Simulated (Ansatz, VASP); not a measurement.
## C: VASP beside Ansatz

File INCAR:

```
SYSTEM = C
PREC     = Accurate       ! precision mode
ENCUT    = 520            ! plane-wave cutoff, eV
EDIFF    = 1E-7           ! SCF threshold, eV
ISMEAR   = 0              ! smearing method
SIGMA    = 0.01           ! smearing width, eV
LREAL    = .FALSE.        ! projectors in reciprocal space
LASPH    = .TRUE.         ! aspherical terms in the spheres
NELM     = 80             ! most SCF steps
ALGO     = Normal         ! electronic algorithm
ISIF     = 2              ! what is computed and relaxed
LWAVE    = .FALSE.        ! write WAVECAR
LCHARG   = .FALSE.        ! write CHGCAR
GGA      = PS             ! functional
NBANDS   = 11             ! bands
```

File KPOINTS:

```
regular mesh
0
G
  12 12 12
  0 0 0
```

File POSCAR:

```
C
1.0
    1.7679599696      1.7679599696      0.0000000000
   -1.7679599696      1.7679599696      0.0000000000
    0.0000000000      1.7679599696      1.7679599696
C
2
Direct
    0.5000000000      0.5000000000      0.0000000000
    0.7500000000      0.2500000000      0.5000000000
```

Input for Ansatz:

```yaml
crystal:
  lattice:
    - [1.76795996959, 1.76795996959, 0.0]
    - [-1.76795996959, 1.76795996959, 0.0]
    - [0.0, 1.76795996959, 1.76795996959]
  atoms:
    - { symbol: C, position: [0.5, 0.5, 0.0] }
    - { symbol: C, position: [0.75, 0.25, 0.5] }
kpoints:
  mp_grid: { grid: [12, 12, 12] }
scf:
  occupations: { method: fixed }
  convergence: { dr2_threshold: 1.0e-10 }
hamiltonian:
  xc: pbesol
  pseudopotentials: { kind: all_electron, lapw: { basis_error: 0.0005 } }
output:
  forces: true
  stress: true
  eigenstates:
    kpoints:
      - [0.0, 0.0, 0.0]
      - [0.367781451, -0.36778145, 0.0]
      - [0.367781451, 0.36778145, 0.36778145]
      - [0.0, 1.0e-09, 0.367781451]
      - [-0.5, -0.5, -0.5]
      - [-0.5, 0.5, 0.0]
      - [0.0, 0.0, -0.5]
      - [0.0, -0.5, -0.5]
      - [0.0, 0.5, 0.0]
      - [-0.5, 0.0, 0.0]
      - [-0.5, 0.0, -0.5]
  eigenvalues: true
```

Alike in both runs: task single point; functional PBEsol; k mesh 12 × 12 × 12; no spin polarisation.

|  | VASP | Ansatz |
| --- | --- | --- |
| version | VASP 6.6.1 | Ansatz 0.2.0 |
| potentials or method | VASP PAW PBE potentials, release 64 (C), cutoff 520 eV | all-electron LAPW, scalar-relativistic |
| occupations | gaussian, width 0.01 eV | fixed |

|  | VASP | Ansatz | Ansatz less VASP |
| --- | --- | --- | --- |
| gap on the k mesh at the Fermi level (eV) | 4.10 | 4.10 | +0.006 |
| pressure (GPa) | 8.2 | 7.0 | -1.14 |

VASP's potentials were made for PBE, not for PBEsol. Ansatz ran all-electron here, and VASP with PAW potentials.
